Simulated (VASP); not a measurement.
Write the native input for VASP 6.6.1 that does the following.

- Task: single point
- Functional: r2SCAN
- Potentials or basis: VASP PAW PBE potentials, release 64 (Al, O)
- Cutoff: 520 eV
- k mesh: 12 × 12 × 4
- Occupations: gaussian, width 0.05 eV
- Spin: no spin polarisation
- Dipole correction: no
- Further INCAR settings: ALGO = Normal; EDIFF = 1e-06; NBANDS = 20

The system is Al2O3.

```
CELL_PARAMETERS angstrom
3.18546 0.00000 0.00000
-1.59273 2.75869 0.00000
0.00000 0.00000 6.79685
ATOMIC_POSITIONS crystal
Al 0.00000 0.00000 0.27795
Al 0.00000 0.00000 0.72205
O 0.33333 0.66667 0.19945
O 0.66667 0.33333 0.80055
O 0.00000 0.00000 0.50000
```

This cell differs from its parent crystal: ratio of the length along z to the lengths across it x 0.85, volume and fractional coordinates fixed.

These files were run (other wordings do the same):

POSCAR

```
Al2O3
1.0
    3.1854573241      0.0000000000      0.0000000000
   -1.5927286620      2.7586869653      0.0000000000
    0.0000000000      0.0000000000      6.7968505109
Al O
2 3
Direct
    0.0000000000      0.0000000000      0.2779510000
    0.0000000000      0.0000000000      0.7220490000
    0.3333333333      0.6666666667      0.1994540000
    0.6666666667      0.3333333333      0.8005460000
    0.0000000000      0.0000000000      0.5000000000
```

INCAR.step1

```
SYSTEM = Al2O3
PREC = Accurate
ENCUT = 520
ISMEAR = 0
SIGMA = 0.05
LREAL = .False.
LASPH = .True.
NELM = 80
NBANDS = 20
GGA = PE
ALGO = Normal
EDIFF = 1E-4
LWAVE = .True.
LCHARG = .False.
```

INCAR.step2

```
SYSTEM = Al2O3
PREC = Accurate
ENCUT = 520
EDIFF = 1E-6
ISMEAR = 0
SIGMA = 0.05
LREAL = .False.
LASPH = .True.
NELM = 80
ALGO = Normal
ISIF = 2
LWAVE = .False.
LCHARG = .False.
METAGGA = R2SCAN
LMIXTAU = .True.
NBANDS = 20
ISTART = 1
```

KPOINTS

```
regular mesh
0
Gamma
  12 12 4
  0 0 0
```

Potentials or basis: VASP PAW PBE potentials, release 64 (Al, O).

Run with:

```sh
$ cat potpaw_PBE.64/Al/POTCAR potpaw_PBE.64/O/POTCAR > POTCAR
$ cp INCAR.step1 INCAR
$ mpirun -np 1 vasp_std > vasp.out
$ cp INCAR.step2 INCAR
$ mpirun -np 1 vasp_std > vasp.out
```

It gave:

| Property | Result |
| --- | --- |
| Pressure | 6.9 GPa |
| Largest force | 8.488 eV/Å |
| Band gap on the k mesh | 4.01 eV (least direct gap 4.40 eV) |

Caveat: the cell stands under pressure; the PAW data sets were made with another functional, which shifts forces and pressure a little.

It took 8.3 min on 1 thread of AMD EPYC 7R43 64-Core Processor (Zen 3), on a shared host, peak memory 0.17 GiB.
